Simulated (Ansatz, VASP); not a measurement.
# Si4O7 in VASP and in Ansatz

```
Si O
1.0
     5.07998    0.00000    0.00000
     0.00000    5.07998    0.00000
     0.00000    0.00000    7.09148
Si O
4 7
Direct
  0.29443 0.29443 0.00000
  0.20557 0.79443 0.25000
  0.70557 0.70557 0.50000
  0.79443 0.20557 0.75000
  0.40537 0.74096 0.42483
  0.75904 0.90537 0.67483
  0.59463 0.25904 0.92483
  0.74096 0.40537 0.57517
  0.09083 0.00257 0.24209
  0.25904 0.59463 0.07517
  0.09463 0.24096 0.82517
```

Change from the starting cell: O vacancy; atom 9 moved 0.625 of the way to it and +0.225 Å across, host rigid.

Alike in both runs: task single point; functional PBE; k mesh 4 × 4 × 4; occupations gaussian, width 0.05 eV; no spin polarisation.

|  | VASP | Ansatz |
| --- | --- | --- |
| version | VASP 6.6.1 | Ansatz 0.2.0 |
| potentials or method | VASP PAW PBE potentials, release 64 (Si, O), cutoff 520 eV | scalar-relativistic, plane waves, PAW |
| valence electrons in the cell | 58 | 58 |

|  | VASP | Ansatz | Ansatz less VASP |
| --- | --- | --- | --- |
| gap on the k mesh at the Fermi level (eV) | 0.41 | 0.40 | -0.012 |
| least direct gap on the mesh (eV) | 0.73 | 0.72 | -0.007 |
| pressure (GPa) | 15.3 | 16.0 | +0.76 |
| traceless stress, the component that is largest in VASP (GPa) | 20.89 | 21.83 | +0.940 |
| rms of the force components (eV/Å) | 10.454 | 10.980 | +0.5260 |

Atom by atom the forces differ by 0.529 eV/Å (rms over components).
